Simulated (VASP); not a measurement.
Wanted: the native input for a VASP 6.6.1 run.

- Task: single point
- Functional: PBEsol
- Dispersion: D4
- Potentials or basis: VASP PAW PBE potentials, release 64 (Nb_sv, C)
- Cutoff: 600 eV
- k mesh: 9 × 9 × 9
- Occupations: methfessel-paxton, width 0.3 eV
- Spin: no spin polarisation
- Dipole correction: no
- Further INCAR settings: ALGO = Normal; EDIFF = 1e-06; NBANDS = 16

The structure of NbC (Niobocarbide) lies in POSCAR:

```
NbC
1.0
    3.1601310000      0.0000000000      0.0000000000
    1.5800655000      2.7367537253      0.0000000000
    1.5800655000      0.9122512418      2.5802361568
Nb C
1 1
Direct
    0.0000000000      0.0000000000      0.0000000000
    0.5000000000      0.5000000000      0.5000000000
```

These files were run (other wordings do the same):

INCAR

```
PREC     = Accurate       # precision mode
ENCUT    = 600            # plane-wave cutoff, eV
EDIFF    = 1E-6           # SCF threshold, eV
ISMEAR   = 1              # smearing method
SIGMA    = 0.3            # smearing width, eV
LREAL    = False          # projectors in reciprocal space
LASPH    = True           # aspherical terms in the spheres
NELM     = 120            # most SCF steps
ALGO     = Normal         # electronic algorithm
ISIF     = 2              # what is computed and relaxed
LWAVE    = False          # write WAVECAR
LCHARG   = False          # write CHGCAR
GGA      = PS             # functional
IVDW     = 13             # dispersion correction
NBANDS   = 16             # bands
GGA_COMPAT= False
```

KPOINTS

```
Automatic mesh
0
Gamma
  9 9 9
```

Potentials or basis: VASP PAW PBE potentials, release 64 (Nb_sv, C).

Launch:

```bash
$ cat potpaw_PBE.64/Nb_sv/POTCAR potpaw_PBE.64/C/POTCAR > POTCAR
$ mpirun -np 1 vasp_std > vasp.out
```

Results of the run:

The pressure is -7.4 GPa and the dispersion energy per atom is -0.193 eV.

Caveat: the PAW data sets were made with another functional, which shifts forces and pressure a little; pairwise dispersion overbinds metals, which lowers pressure and volume.

It took 50 s on 1 thread of AMD EPYC 7R13 (shared host), peak memory 0.14 GiB.
